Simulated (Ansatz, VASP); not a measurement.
# Al4Fe3Co in VASP and in Ansatz

INCAR

```
ALGO = Normal ; EDIFF = 1E-6
ENCUT = 520 ; GGA = PE
ISIF = 2 ; ISMEAR = 0
ISPIN = 2 ; LASPH = T
LCHARG = T ; LELF = T
LMAXMIX = 4 ; LORBIT = 11
LREAL = F ; LVHAR = T
LWAVE = F ; MAGMOM = 0 0 0 0 0 0.76 0.76 0.76
NBANDS = 36 ; NELM = 150
PREC = Accurate ; SIGMA = 0.2
```

KPOINTS

```
k-points
0
Gamma
  6 6 6
```

POSCAR

```
Al4Fe3Co
1.0
   -2.8680593000      2.8680593000      2.8680593000
    2.8680593000     -2.8680593000      2.8680593000
    2.8680593000      2.8680593000     -2.8680593000
Al Co Fe
4 1 3
Direct
    0.0000000000      0.5000000000      1.0000000000
    0.5000000000      0.5000000000      0.5000000000
    1.0000000000      1.0000000000      0.5000000000
    0.5000000000      0.0000000000      0.0000000000
    0.0000000000      0.0000000000      0.0000000000
    0.5000000000      0.0000000000      0.5000000000
    0.5000000000      0.5000000000      0.0000000000
    0.0000000000      0.5000000000      0.5000000000
```

Input for Ansatz:

```yaml
crystal:
  lattice:
    - [-2.8680593, 2.8680593, 2.8680593]
    - [2.8680593, -2.8680593, 2.8680593]
    - [2.8680593, 2.8680593, -2.8680593]
  atoms:
    - { symbol: Al, position: [0.0, 0.5, 1.0] }
    - { symbol: Al, position: [0.5, 0.5, 0.5] }
    - { symbol: Al, position: [1.0, 1.0, 0.5] }
    - { symbol: Al, position: [0.5, 0.0, 0.0] }
    - { symbol: Co, position: [0.0, 0.0, 0.0] }
    - { symbol: Fe, position: [0.5, 0.0, 0.5], spin: 0.76 }
    - { symbol: Fe, position: [0.5, 0.5, 0.0], spin: 0.76 }
    - { symbol: Fe, position: [0.0, 0.5, 0.5], spin: 0.76 }
basis:
  ecutwfc: 420
kpoints:
  mp_grid: { grid: [6, 6, 6] }
hamiltonian:
  xc: pbe
scf:
  occupations: { method: gaussian, width: 0.2 }
  lower_state_search: "off"
output:
  forces: true
  stress: true
  eigenvalues: true
  populations: true
magnetization:
  spin_polarized: true
```

Alike in both runs: task single point; functional PBE; k mesh 6 × 6 × 6; occupations gaussian, width 0.2 eV; collinear spin.

|  | VASP | Ansatz |
| --- | --- | --- |
| version | VASP 6.6.1 | Ansatz 0.2.0 |
| potentials or method | VASP PAW PBE potentials, release 64 (Al, Co, Fe), cutoff 520 eV | scalar-relativistic, plane waves, PAW |
| valence electrons in the cell | 45 | 77 |

Ansatz gave:

```
gap on the k mesh at the Fermi level (eV)                     : none
pressure (GPa)                                                : 0.1
net moment per atom (μB)                                      : 0.24
size of the moment on the site where the two differ most (μB) : 0.69
```

What did VASP give for the same quantities?

gap on the k mesh at the Fermi level (eV): none; pressure (GPa): 0.1; net moment per atom (μB): 0.24; size of the moment on the site where the two differ most (μB): 0.70.

Site moments also hang on the region over which each program counts them. A gap of «none» marks a metal or a gap that the smearing closes. VASP's potentials hold 45 valence electrons a cell and Ansatz's 77, so a difference there can come from the potentials and not from the codes.
